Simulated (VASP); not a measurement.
Write the native input for VASP 6.6.1 that does the following.

```
Task                   : single point
Functional             : PBEsol
Potentials or basis    : VASP PAW PBE potentials, release 64 (Li_sv)
Cutoff                 : 520 eV
k mesh                 : 16 × 16 × 16
Occupations            : gaussian, width 0.1 eV
Spin                   : no spin polarisation
Dipole correction      : no
Further INCAR settings : ALGO = Normal; EDIFF = 1e-06; NBANDS = 8
```

The structure of Li lies in POSCAR:

```
Li
1.0
    0.0000000000      2.2014272051      2.2014272051
    2.2014272051      0.0000000000      2.2014272051
    2.2014272051      2.2014272051      0.0000000000
Li
1
Direct
    0.0000000000      0.0000000000      0.0000000000
```

This cell differs from its parent crystal: volume scaled by 1.06.

One way to write it, as run:

INCAR

```
SYSTEM = Li
PREC     = Accurate       ! precision mode
ENCUT    = 520            ! plane-wave cutoff, eV
EDIFF    = 1E-6           ! SCF threshold, eV
ISMEAR   = 0              ! smearing method
SIGMA    = 0.1            ! smearing width, eV
LREAL    = .False.        ! projectors in reciprocal space
LASPH    = .True.         ! aspherical terms in the spheres
NELM     = 80             ! most SCF steps
ALGO     = Normal         ! electronic algorithm
ISIF     = 2              ! what is computed and relaxed
LWAVE    = .False.        ! write WAVECAR
LCHARG   = .True.         ! write CHGCAR
GGA      = PS             ! functional
LELF     = .True.         ! ELF
LVHAR    = .True.       
NBANDS   = 8              ! bands
```

KPOINTS

```
Automatic mesh
0
Gamma
  16 16 16
  0 0 0
```

Potentials or basis: VASP PAW PBE potentials, release 64 (Li_sv).

Launch:

```sh
$ cat potpaw_PBE.64/Li_sv/POTCAR > POTCAR
$ mpirun -np 1 vasp_std > vasp.out
```

It took 6.8 s on 1 thread of Intel(R) Xeon(R) 6975P-C (Granite Rapids), with other jobs on the host, peak memory 0.14 GiB.
